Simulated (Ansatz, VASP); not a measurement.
**Mg2SiN2 in VASP and in Ansatz**

The input INCAR:

```
PREC = Accurate
ENCUT = 600
EDIFF = 1E-6
ISMEAR = 0
SIGMA = 0.1
LREAL = F
LASPH = T
NELM = 80
ALGO = Normal
ISIF = 3
LWAVE = F
LCHARG = F
GGA = PE
IBRION = 2
NSW = 100
EDIFFG = -0.01
```

File KPOINTS:

```
Automatic mesh
0
Gamma
  12 12 6
```

The input POSCAR:

```
Mg2SiN2
1.0
    2.8970496407      0.0000000000      0.0000000000
   -1.4485248204      2.5089185849      0.0000000000
    0.0000000000      0.0000000000      7.4754156591
Mg Si N
2 1 2
Direct
    0.6666666667      0.3333333333      0.3307155075
    0.3333333333      0.6666666667      0.6692844925
    0.0000000000      0.0000000000      0.0000000000
    0.6666666667      0.3333333333      0.8638027943
    0.3333333333      0.6666666667      0.1361972057
```

Input for Ansatz:

```yaml
crystal:
  lattice:
    - [2.8970496407, 0.0, 0.0]
    - [-1.4485248204, 2.5089185849, 0.0]
    - [0.0, 0.0, 7.4754156591]
  atoms:
    - { symbol: Mg, position: [0.6666666667, 0.3333333333, 0.3307155075] }
    - { symbol: Mg, position: [0.3333333333, 0.6666666667, 0.6692844925] }
    - { symbol: Si, position: [0.0, 0.0, 0.0] }
    - { symbol: "N", position: [0.6666666667, 0.3333333333, 0.8638027943] }
    - { symbol: "N", position: [0.3333333333, 0.6666666667, 0.1361972057] }
basis:
  ecutwfc: 420
kpoints:
  mp_grid: { grid: [12, 12, 6] }
hamiltonian:
  xc: pbe
scf:
  occupations: { method: gaussian, width: 0.1 }
output:
  forces: true
  stress: true
  eigenvalues: true
  write_density: true
  write_potential: true
  elf: true
  volumetric_format: npy
relax:
  adjacent_minimum: "off"
  f_tol: 0.01
  max_steps: 80
  cell: { stress_tol: 0.05 }
```

Change from the starting cell: species swapped into the Na2HfN2 type (P-3m1, No. 164).

Alike in both runs: task relaxation of cell and atoms; functional PBE; k mesh 12 × 12 × 6; occupations gaussian, width 0.1 eV; no spin polarisation.

```csv
,VASP,Ansatz
version,VASP 6.6.1,Ansatz 0.2.0
potentials or method,"VASP PAW PBE potentials, release 64 (Mg, Si, N), cutoff 600 eV","scalar-relativistic, plane waves, PAW"
valence electrons in the cell,18,34
```

```csv
,VASP,Ansatz,Ansatz less VASP
"gap on the k mesh at the Fermi level, each at its own relaxed structure (eV)",none,none,-
relaxed volume (Å³/atom),10.80,10.83,+0.027
relaxed length of the cell vector where the two differ most in proportion (Å),7.457,7.467,+0.0107
```

A gap of «none» marks a metal or a gap that the smearing closes. VASP's potentials hold 18 valence electrons a cell and Ansatz's 34, so a difference there can come from the potentials and not from the codes.
